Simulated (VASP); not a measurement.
Set up this calculation in VASP 6.6.1, as the native input.

```
Task                   : single point
Functional             : r2SCAN
Potentials or basis    : VASP PAW PBE potentials, release 64 (Ga_d, As)
Cutoff                 : 520 eV
k mesh                 : 8 × 8 × 8
Occupations            : gaussian, width 0.02 eV
Spin                   : no spin polarisation
Dipole correction      : no
Further INCAR settings : ALGO = Normal; EDIFF = 1e-07; NBANDS = 16
```

Crystal: GaAs.

```xyz
2
Lattice="0.0000 2.7754 2.7754 2.7754 0.0000 2.7754 2.7754 2.7754 0.0000" Properties=species:S:1:pos:R:3 pbc="T T T"
Ga    0.0000    0.0000    0.0000
As    1.3877    1.3877    1.3877
```

This cell differs from its parent crystal: volume scaled by 0.94.

These files were run (other wordings do the same):

POSCAR

```
GaAs
1.0
    0.0000000000      2.7753670233      2.7753670233
    2.7753670233      0.0000000000      2.7753670233
    2.7753670233      2.7753670233      0.0000000000
Ga As
1 1
Direct
    0.0000000000      0.0000000000      0.0000000000
    0.2500000000      0.2500000000      0.2500000000
```

INCAR.step1

```
SYSTEM = GaAs
PREC     = Accurate       ! precision mode
ENCUT    = 520            ! plane-wave cutoff, eV
ISMEAR   = 0              ! smearing method
SIGMA    = 0.02           ! smearing width, eV
LREAL    = .FALSE.        ! projectors in reciprocal space
LASPH    = .TRUE.         ! aspherical terms in the spheres
NELM     = 80             ! most SCF steps
NBANDS   = 16             ! bands
GGA      = PE             ! functional
ALGO     = Normal         ! electronic algorithm
EDIFF    = 1E-4           ! SCF threshold, eV
LWAVE    = .TRUE.         ! write WAVECAR
LCHARG   = .FALSE.        ! write CHGCAR
```

INCAR.step2

```
SYSTEM = GaAs
PREC     = Accurate       ! precision mode
ENCUT    = 520            ! plane-wave cutoff, eV
EDIFF    = 1E-7           ! SCF threshold, eV
ISMEAR   = 0              ! smearing method
SIGMA    = 0.02           ! smearing width, eV
LREAL    = .FALSE.        ! projectors in reciprocal space
LASPH    = .TRUE.         ! aspherical terms in the spheres
NELM     = 80             ! most SCF steps
ALGO     = Normal         ! electronic algorithm
ISIF     = 2              ! what is computed and relaxed
LWAVE    = .FALSE.        ! write WAVECAR
LCHARG   = .FALSE.        ! write CHGCAR
METAGGA  = R2SCAN         ! meta-GGA
LMIXTAU  = .TRUE.       
NBANDS   = 16             ! bands
ISTART   = 1
```

KPOINTS

```
Automatic mesh
0
G
  8 8 8
  0 0 0
```

Potentials or basis: VASP PAW PBE potentials, release 64 (Ga_d, As).

Run with:

```bash
$ cat potpaw_PBE.64/Ga_d/POTCAR potpaw_PBE.64/As/POTCAR > POTCAR
$ cp INCAR.step1 INCAR
$ mpirun -np 1 vasp_std > vasp.out
$ cp INCAR.step2 INCAR
$ mpirun -np 1 vasp_std > vasp.out
```

Results of the run:

- Pressure: 5.3 GPa
- Band gap on the k mesh: 1.45 eV, direct

Caveat: the PAW data sets were made with another functional, which shifts forces and pressure a little.

It took 97 s on 1 thread of Intel Xeon 6455B, on a shared host, peak memory 0.18 GiB.
